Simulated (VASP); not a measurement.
PbS, 4 atoms in the cell. The structure is orthorhombic, space group Cmcm (No. 63). Conventional cell: a = 4.160 Å, b = 11.983 Å, c = 4.279 Å, α = 90.00°, β = 90.00°, γ = 90.00°. Within 3.5 Å of Pb (site symmetry m2m) lie 5 S at 2.69 to 2.99 Å. S (site symmetry m2m) has 5 Pb at 2.69 to 2.99 Å within 3.5 Å. 

| Quantity | Value |
| --- | --- |
| Program | VASP 6.6.1 |
| Task | single point |
| Functional | LDA |
| Potentials or basis | VASP PAW LDA potentials, release 64 (Pb_d, S) |
| Cutoff | 520 eV |
| k mesh | 7 × 7 × 6 |
| Occupations | fermi-dirac, width 0.05 eV |
| Spin | non-collinear spin, zero start, spin-orbit coupling |
| Starting moments | [[0.0, 0.0, 0.0], [0.0, 0.0, 0.0], [0.0, 0.0, 0.0], [0.0, 0.0, 0.0]] μB |
| Dipole correction | no |
| Further INCAR settings | ALGO = Normal; EDIFF = 1e-06; NBANDS = 54 |

Potentials or basis: VASP PAW LDA potentials, release 64 (Pb_d, S).

Command:

```bash
$ cat potpaw_LDA.64/Pb_d/POTCAR potpaw_LDA.64/S/POTCAR > POTCAR
$ mpirun -np 4 vasp_ncl > vasp.out
```

Hardware: 4 MPI ranks on Oxide Virtual Turin-like Processor, with other jobs on the host.

Question: Estimate the wall time of this run.

Answer: It took 5.1 min on 4 MPI ranks on Oxide Virtual Turin-like Processor, on a shared host, peak memory 0.76 GiB a rank. Counts: scf iterations 13, k points 64.
